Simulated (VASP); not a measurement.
# MoS2 (P6_3/mmc) in VASP: single point with LDA

Aim: the single point of MoS2 with LDA.

All numbers are computed with VASP 6.6.1; they aren't measurements. Logs are shortened: lines on timing, memory, paths and dates and some standing lists are left out, and cuts for length are marked.

## (1) The cell of the first run

Symmetry: P6_3/mmc, No. 194, hexagonal system. Conventional cell: a = 3.161 Å, b = 3.161 Å, c = 12.295 Å, α = 90.00°, β = 90.00°, γ = 120.00°. Within 3.2 Å of Mo (site symmetry -6m2) lie 6 S at 2.40 Å and 6 Mo at 3.16 Å. S (site symmetry 3m) has 3 Mo at 2.40 Å and 7 S at 3.13 to 3.16 Å within 3.2 Å.

## (2) Single point, LDA

The input, INCAR:

```
SYSTEM = MoS2
ALGO = Normal
EDIFF = 1E-7
ENCUT = 520
GGA = CA
ISIF = 2
ISMEAR = 0
LASPH = .True.
LCHARG = .False.
LREAL = .False.
LWAVE = .False.
NBANDS = 35
NELM = 100
PREC = Accurate
SIGMA = 0.02
```

The input, KPOINTS:

```
k-points
0
Gamma
  10 10 3
  0 0 0
```

The input, POSCAR:

```
MoS2
1.0
    3.1610000000      0.0000000000      0.0000000000
   -1.5805000000      2.7375063014      0.0000000000
    0.0000000000      0.0000000000     12.2950000000
Mo S
2 4
Direct
    0.3333333333      0.6666666667      0.2500000000
    0.6666666667      0.3333333333      0.7500000000
    0.6666666667      0.3333333333      0.3772875153
    0.6666666667      0.3333333333      0.1227124847
    0.3333333333      0.6666666667      0.8772875153
    0.3333333333      0.6666666667      0.6227124847
```

Potentials or basis: VASP PAW LDA potentials, release 64 (Mo_sv, S).

Run with:

```
> cat potpaw_LDA.64/Mo_sv/POTCAR potpaw_LDA.64/S/POTCAR > POTCAR
> mpirun -np 1 vasp_std > vasp.out
```

OUTCAR:

```text
SYSTEM = MoS2
   EDIFF = 1E-7
   ENCUT = 520
   GGA = CA
   ISIF = 2
   ISMEAR = 0
   LASPH = .True.
   LREAL = .False.
   NELM = 100
   PREC = Accurate

 ion  position               nearest neighbor table
   1  0.333  0.667  0.250-   3 2.40   4 2.40   3 2.40   4 2.40   3 2.40   4 2.40
   2  0.667  0.333  0.750-   5 2.40   6 2.40   5 2.40   6 2.40   5 2.40   6 2.40
   3  0.667  0.333  0.377-   1 2.40   1 2.40   1 2.40
   4  0.667  0.333  0.123-   1 2.40   1 2.40   1 2.40
   5  0.333  0.667  0.877-   2 2.40   2 2.40   2 2.40
   6  0.333  0.667  0.623-   2 2.40   2 2.40   2 2.40

  LATTYP: Found a hexagonal cell.
 ALAT       =     3.1610000000
 C/A-ratio  =     3.8895919013

  Lattice vectors:

 A1 = (   3.1610000000,   0.0000000000,   0.0000000000)
 A2 = (  -1.5805000000,   2.7375063014,   0.0000000000)
 A3 = (   0.0000000000,   0.0000000000,  12.2950000000)

Analysis of symmetry for initial positions (statically):
=====================================================================
 Subroutine PRICEL returns:
 Original cell was already a primitive cell.

 Routine SETGRP: Setting up the symmetry group for a
 hexagonal supercell.

 Subroutine GETGRP returns: Found 24 space group operations
 (whereof 12 operations were pure point group operations)
 out of a pool of 24 trial point group operations.

The static configuration has the point symmetry D_3d.
 The point group associated with its full space group is D_6h.

Analysis of symmetry for dynamics (positions and initial velocities):
=====================================================================
 Subroutine PRICEL returns:
 Original cell was already a primitive cell.

 Routine SETGRP: Setting up the symmetry group for a
 hexagonal supercell.

 Subroutine GETGRP returns: Found 24 space group operations
 (whereof 12 operations were pure point group operations)
 out of a pool of 24 trial point group operations.

The dynamic configuration has the point symmetry D_3d.
 The point group associated with its full space group is D_6h.

 Subroutine INISYM returns: Found 24 space group operations
 (whereof 12 operations are pure point group operations),
 and found     1 'primitive' translations

----------------------------------------------------------------------------------------

                                     Primitive cell

  volume of cell :     106.3918

  direct lattice vectors                    reciprocal lattice vectors
     3.161000000  0.000000000  0.000000000     0.316355584  0.182647981  0.000000000
    -1.580500000  2.737506301  0.000000000     0.000000000  0.365295963  0.000000000
     0.000000000  0.000000000 12.295000000     0.000000000  0.000000000  0.081333876

  length of vectors
     3.161000000  3.161000000 12.295000000     0.365295963  0.365295963  0.081333876

  position of ions in fractional coordinates (direct lattice)
     0.333333333  0.666666667  0.250000000
     0.666666667  0.333333333  0.750000000
     0.666666667  0.333333333  0.377287515
     0.666666667  0.333333333  0.122712485
     0.333333333  0.666666667  0.877287515
     0.333333333  0.666666667  0.622712485

  ion indices of the primitive-cell ions
   primitive index   ion index
                 1           1
                 2           2
                 3           3
                 4           4
                 5           5
                 6           6

----------------------------------------------------------------------------------------

 KPOINTS: k-points

Automatic generation of k-mesh.
 Grid dimensions read from file:
 generate k-points for:   10   10    3

 Generating k-lattice:

  Cartesian coordinates                     Fractional coordinates (reciprocal lattice)
     0.031635558  0.018264798  0.000000000     0.100000000 -0.000000000  0.000000000
     0.000000000  0.036529596  0.000000000     0.000000000  0.100000000  0.000000000
     0.000000000  0.000000000  0.027111292     0.000000000  0.000000000  0.333333333

  Length of vectors
     0.036529596  0.036529596  0.027111292

  Shift w.r.t. Gamma in fractional coordinates (k-lattice)
     0.000000000  0.000000000  0.000000000

 Subroutine IBZKPT returns following result:
 ===========================================

 Found     28 irreducible k-points:

 Following reciprocal coordinates:
            Coordinates               Weight
  0.000000  0.000000  0.000000      1.000000
  0.100000  0.000000  0.000000      6.000000
  0.200000  0.000000  0.000000      6.000000
  0.300000 -0.000000  0.000000      6.000000
  0.400000 -0.000000  0.000000      6.000000
  0.500000 -0.000000  0.000000      3.000000
[... 16 lines left out ...]
  0.300000  0.100000  0.333333     24.000000
  0.400000  0.100000  0.333333     24.000000
 [... further k-points ...]
   k-points           NKPTS =     28   k-points in BZ     NKDIM =     28   number of bands    NBANDS=     35
   number of dos      NEDOS =    301   number of ions     NIONS =      6
   total plane-waves  NPLWV =  55296
   dimension x,y,z NGX =    24 NGY =   24 NGZ =   96
   dimension x,y,z NGXF=    48 NGYF=   48 NGZF=  192
   ions per type =               2   4
   NGX,Y,Z   is equivalent  to a cutoff of  12.62, 12.62, 12.98 a.u.
   NGXF,Y,Z  is equivalent  to a cutoff of  25.24, 25.24, 25.96 a.u.
 SYSTEM =  MoS2
   PREC   = accura    normal or accurate (medium, high low for compatibility)
   ISTART =      0    job   : 0-new  1-cont  2-samecut
   ICHARG =      2    charge: 1-file 2-atom 10-const
   ISPIN  =      1    spin polarized calculation?
   LNONCOLLINEAR =      F non collinear calculations
   LSORBIT =      F    spin-orbit coupling
   LASPH  =      T    aspherical Exc in radial PAW
   ENCUT  =  520.0 eV  38.22 Ry    6.18 a.u.   5.88  5.88 22.86*2*pi/ulx,y,z
   NELM   =    100;   NELMIN=  2; NELMDL= -5     # of ELM steps
   EDIFF  = 0.1E-06   stopping-criterion for ELM
   LREAL  =      F    real-space projection
   EDIFFG = 0.1E-05   stopping-criterion for IOM
   NSW    =      0    number of steps for IOM
   IBRION =     -1    ionic relax: 0-MD 1-quasi-New 2-CG
   NFREE  =      0    steps in history (QN), initial steepest desc. (CG)
   ISIF   =      2    stress and relaxation
   ISYM   =      2    0-nonsym 1-usesym 2-fastsym
   POTIM  = 0.5000    time-step for ionic-motion
   TEBEG  =    0.0;   TEEND  =   0.0 temperature during run
   PSTRESS=    0.0 pullay stress
   NELECT =      52.0000    total number of electrons
   NUPDOWN=      -1.0000    fix difference up-down
   EMIN   =  10.00;   EMAX   =-10.00  energy-range for DOS
   EFERMI =   0.00;   METHOD = LEGACY
   ISMEAR =     0;   SIGMA  =   0.02  broadening in eV -4-tet -1-fermi 0-gaus
   EFERMI_NEDOS =   21; number of points for ismear=-14 and -15
   IALGO  =     38    algorithm
   IMIX   =      4    mixing-type and parameters
     AMIX     =   0.40;   BMIX     =  1.00
     AMIX_MAG =   1.60;   BMIX_MAG =  1.00
  volume/ion in A,a.u.               =      17.73       119.66
  Fermi-wavevector in a.u.,A,eV,Ry     =   1.289555  2.436906 22.625839  1.662952
  Thomas-Fermi vector in A             =   2.421441
   LORBIT       =      0    0 simple, 1 ext, 2 COOP (PROOUT), +10 PAW based schemes
   GGA     = CA    functional components
   LHFCALC =     F    Hartree Fock is set to
   AEXX    =    0.0000 exact exchange contribution
   IVDW    =     0    specifies the selected vdW correction
   LEPSILON=     F    determine dielectric tensor
   LRPA    =     F    only Hartree local field effects (RPA)
 non-spin polarized calculation
 Gauss-broadening in eV      SIGMA  =   0.02
  energy-cutoff  :      520.00
  volume of cell :      106.39
 maximum number of plane-waves:      2882
 NGX is ok and might be reduce to    24
   NGX = 11   NGY = 11   NGZ = 45

 number of electron      51.9999998 magnetization

 Free energy of the ion-electron system (eV)
  ---------------------------------------------------
  ext. energy  EPLUGINS =         0.00000000
  ---------------------------------------------------
  free energy    TOTEN  =       -48.90675383 eV

  energy without entropy =      -48.90675383  energy(sigma->0) =      -48.90675383

 E-fermi :   7.5789     XC(G=0): -11.1569

 val. band max:        7.4492218386   @ k =   0.0000   0.0000   0.0000
 cond. band min:       8.3010894462   @ k =   0.2000   0.2000   0.0000
 fundamental gap:      0.8518676076
 Fermi energy:         7.5788655918

 k-point     1 :       0.0000    0.0000    0.0000
  band No.  band energies     occupation
      1     -53.7093      2.00000
      2     -53.7093      2.00000
      3     -28.0671      2.00000
      4     -28.0670      2.00000
      5     -27.8221      2.00000
      6     -27.8221      2.00000
[... 27 lines left out ...]
     34       9.9098      0.00000
     35      12.9350      0.00000

 k-point     2 :       0.1000    0.0000    0.0000
  band No.  band energies     occupation
      1     -53.7053      2.00000
      2     -53.7053      2.00000
      3     -28.0593      2.00000
      4     -28.0592      2.00000
      5     -27.8620      2.00000
      6     -27.8620      2.00000
[... 27 lines left out ...]
     34       9.8642      0.00000
     35      13.6251      0.00000

 k-point     3 :       0.2000    0.0000    0.0000
  band No.  band energies     occupation
      1     -53.6947      2.00000
      2     -53.6947      2.00000
      3     -28.0388      2.00000
      4     -28.0387      2.00000
      5     -27.9653      2.00000
      6     -27.9653      2.00000
[... 27 lines left out ...]
     34      10.4397      0.00000
     35      14.6939      0.00000
[... 723 lines left out ...]
 k-point    23 :       0.3000    0.1000    0.3333
  band No.  band energies     occupation
      1     -53.6743      2.00000
      2     -53.6743      2.00000
      3     -28.1431      2.00000
      4     -28.1431      2.00000
      5     -27.9991      2.00000
      6     -27.9991      2.00000
[... 27 lines left out ...]
     34      11.2575      0.00000
     35      14.0973      0.00000

 k-point    24 :       0.4000    0.1000    0.3333
  band No.  band energies     occupation
      1     -53.6669      2.00000
      2     -53.6669      2.00000
      3     -28.2073      2.00000
      4     -28.2073      2.00000
      5     -27.9848      2.00000
      6     -27.9848      2.00000
[... 27 lines left out ...]
     34      11.1739      0.00000
     35      13.1996      0.00000

 [... further k-points ...]

------------------------ aborting loop because EDIFF is reached ----------------------------------------

  FORCE on cell =-STRESS in cart. coord.  units (eV):
  Direction    XX          YY          ZZ          XY          YZ          ZX
  --------------------------------------------------------------------------------------
  -------------------------------------------------------------------------------------
  Total       -3.2491616     -3.2491616     -3.1792795      0.0000000     -0.0000000      0.0000000
  in kB      -48.9298342    -48.9298342    -47.8774643      0.0000000     -0.0000000      0.0000000
  external PRESSURE =     -48.5790442 kB  Pullay stress =       0.0000000 kB

 VOLUME and BASIS-vectors are now :
 -----------------------------------------------------------------------------
  energy-cutoff  :      520.00
  volume of cell :      106.39
      direct lattice vectors                 reciprocal lattice vectors
     3.161000000  0.000000000  0.000000000     0.316355584  0.182647981  0.000000000
    -1.580500000  2.737506301  0.000000000     0.000000000  0.365295963  0.000000000
     0.000000000  0.000000000 12.295000000     0.000000000  0.000000000  0.081333876

 POSITION                                       TOTAL-FORCE (eV/Angst)
 -----------------------------------------------------------------------------------
     -0.00000      1.82500      3.07375        -0.000000     -0.000000     -0.000000
      1.58050      0.91250      9.22125         0.000000      0.000000     -0.000000
      1.58050      0.91250      4.63875         0.000000      0.000000     -0.416077
      1.58050      0.91250      1.50875         0.000000      0.000000      0.416077
     -0.00000      1.82500     10.78625        -0.000000     -0.000000     -0.416077
     -0.00000      1.82500      7.65625         0.000000     -0.000000      0.416077
 -----------------------------------------------------------------------------------
    total drift:                               -0.000000      0.000000     -0.000000

  FREE ENERGIE OF THE ION-ELECTRON SYSTEM (eV)
  ---------------------------------------------------
  free  energy   TOTEN  =       -48.9067538263 eV

  energy  without entropy=      -48.9067538263  energy(sigma->0) =      -48.90675383
```

Run time: 93 s. Hardware: 1 thread of AMD EPYC 7R43 (Zen 3), shared host; peak memory 0.21 GiB.

Results:

```
Free energy            : -48.9068 eV
Pressure               : -4.9 GPa
Largest force          : 0.416 eV/Å
Band gap on the k mesh : 0.85 eV, indirect (least direct gap 1.89 eV)
```

Forces in eV/Å, atoms in the order of the input:
```
Mo   0.000  0.000  0.000
Mo   0.000  0.000  0.000
S    0.000  0.000 -0.416
S    0.000  0.000  0.416
S    0.000  0.000 -0.416
S    0.000  0.000  0.416
```

Levels at points of the mesh, in eV from the valence-band top:
```tsv
k point	band 24	band 25	band 26	band 27	band 28	band 29
(0.00, 0.00, 0.00)	-1.23	-1.16	0.00	2.11	2.11	2.13
(0.50, 0.00, 0.00)	-1.49	-1.42	-1.30	1.61	1.65	1.98
```
